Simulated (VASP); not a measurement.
Slab: WS2, a slab with vacuum.

```
CELL_PARAMETERS angstrom
3.18352 0.00000 0.00000
-1.59176 2.75701 0.00000
0.00000 0.00000 16.95058
ATOMIC_POSITIONS crystal
W 0.33333 0.66667 0.00000
S 0.66667 0.33333 0.90800
S 0.66667 0.33333 0.09200
```

Base run:

| Property | Result |
| --- | --- |
| Program | VASP 6.6.1 |
| Functional | r2SCAN |
| Dispersion | D4 |
| Potentials or basis | VASP PAW PBE potentials, release 64 (W_sv, S) |
| Cutoff | 520 eV |
| k mesh | 6 × 6 × 1 |
| Occupations | fermi-dirac, width 0.1 eV |
| Spin | no spin polarisation |

Its results: band gap on the k mesh 1.90 eV, indirect (least direct gap 1.92 eV); largest force 0.027 eV/Å.

Q: After a change of settings the same cell gave: band gap on the k mesh 2.18 eV, indirect (least direct gap 2.39 eV); largest force 0.032 eV/Å. Which change was it?
A. k mesh from 6 × 6 × 1 to 3 × 3 × 1; further incar settings from ALGO = Normal; EDIFF = 1e-06; NBANDS = 20 to ALGO = Normal; EDIFF = 1e-07; NBANDS = 20
B. k mesh from 6 × 6 × 1 to 8 × 8 × 2
C. k mesh from 6 × 6 × 1 to 4 × 4 × 1; further incar settings from ALGO = Normal; EDIFF = 1e-06; NBANDS = 20 to ALGO = Normal; EDIFF = 1e-07; NBANDS = 20

A: B.

Caveats: the PAW data sets were made with another functional, which shifts forces and pressure a little; spin-orbit coupling is left out, which moves the levels of the heavy elements.
